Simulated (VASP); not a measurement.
A run of VASP 6.6.1 is set up as follows.

INCAR

```
ALGO = Normal
EDIFF = 1E-6
EDIFFG = -0.005
ENCUT = 600
GGA = PE
IBRION = 2
ISIF = 3
ISMEAR = 0
LASPH = True
LCHARG = False
LREAL = False
LWAVE = False
NELM = 100
NSW = 100
PREC = Accurate
SIGMA = 0.1
```

File KPOINTS:

```
k-points
0
Gamma
  12 12 4
```

Contents of POSCAR:

```
Ca
1.0
    3.9575547823      0.0000000000      0.0000000000
   -1.9787773911      3.4273429783      0.0000000000
    0.0000000000      0.0000000000     12.8694210400
Ca
4
Direct
    0.0000000000      0.0000000000      0.0000000000
    0.3333333300      0.6666666700      0.2500000000
    0.0000000000      0.0000000000      0.5000000000
    0.6666666700      0.3333333300      0.7500000000
```

Potentials or basis: VASP PAW PBE potentials, release 64 (Ca_sv).

The run is started by

```console
$ cat potpaw_PBE.64/Ca_sv/POTCAR > POTCAR
$ mpirun -np 1 vasp_std > vasp.out
```

**Question.** Predict the relaxed volume.

**Answer.** 42.34 Å³/atom.

**Question.** What does it give for the relaxed cell?

**Answer.** a = 3.906 Å, b = 3.906 Å, c = 12.819 Å, α = 90.00°, β = 90.00°, γ = 120.00°.

Final structure:
```
Ca
1.0
     3.90578    0.00000    0.00000
    -1.95289    3.38250    0.00000
     0.00000    0.00000   12.81862
Ca
4
Cartesian
  0.0000 0.0000 0.0000
  0.0000 2.2550 3.2047
  0.0000 0.0000 6.4093
  1.9529 1.1275 9.6140
```
